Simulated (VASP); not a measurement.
**MgO: single point with LDA**

The system is MgO.

```
CELL_PARAMETERS angstrom
2.93802 0.00000 0.00000
-1.46901 2.54440 0.00000
0.00000 0.00000 2.63948
ATOMIC_POSITIONS crystal
Mg 0.00000 0.00000 0.00000
O 0.33333 0.66667 0.50000
```

This cell differs from its parent crystal: strain +0.000 along x and y, -0.015 along z.

```yaml
Program: VASP 6.6.1
Task: single point
Functional: LDA
Potentials_or_basis: VASP PAW LDA potentials, release 64 (Mg, O)
Cutoff: 520 eV
k_mesh: 9 × 9 × 8
Occupations: gaussian, width 0.05 eV
Spin: no spin polarisation
Dipole_correction: no
Further_INCAR_settings: ALGO = Normal; EDIFF = 1e-06; NBANDS = 11
```

```
Pressure               : -8.8 GPa
Band gap on the k mesh : 2.97 eV, indirect (least direct gap 3.35 eV)
```

Stress tensor (GPa, compression positive):
```
-11.09   0.00   0.00
  0.00 -11.09   0.00
  0.00   0.00  -4.11
```

Levels at points of the mesh, in eV from the valence-band top:
```tsv
k point	band 2	band 3	band 4	band 5	band 6	band 7
(0.00, 0.00, 0.00)	-0.81	-0.81	-0.38	2.97	11.65	15.09
(0.00, 0.00, 0.50)	-5.56	-0.25	-0.25	8.08	8.97	17.25
```

Run time: 3.4 s on 1 thread of Intel(R) Xeon(R) 6975P-C (Granite Rapids), with other jobs on the host, peak memory 0.13 GiB.

Caveat: the cell differs from its parent crystal (strain +0.000 along x and y, -0.015 along z). A k mesh can miss the band edges.
